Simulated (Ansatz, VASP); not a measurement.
## One calculation of AlP, two programs

```
Al P
1.0
     0.00000    2.73200    2.73200
     2.73200    0.00000    2.73200
     2.73200    2.73200    0.00000
Al P
1 1
Direct
  0.00000 0.00000 0.00000
  0.25000 0.25000 0.25000
```

Alike in both runs: task relaxation of the atoms; functional PBEsol; k mesh 8 × 8 × 8; occupations gaussian, width 0.02 eV; no spin polarisation.

```csv
,VASP,Ansatz
version,VASP 6.6.1,Ansatz 0.2.0
potentials or method,"VASP PAW PBE potentials, release 64 (Al, P), cutoff 450 eV","scalar-relativistic, plane waves, PAW"
valence electrons in the cell,8,8
```

Ansatz gave:

- gap on the k mesh at the Fermi level, each at its own relaxed structure (eV): 1.45

Question: What did VASP give for the same quantities?

Answer: gap on the k mesh at the Fermi level, each at its own relaxed structure (eV): 1.44.

VASP's potentials were made for PBE, not for PBEsol. Ansatz's warnings: stress scf threshold loose.

Noted on VASP's run: the relaxation stopped at its first step, so nothing moved.
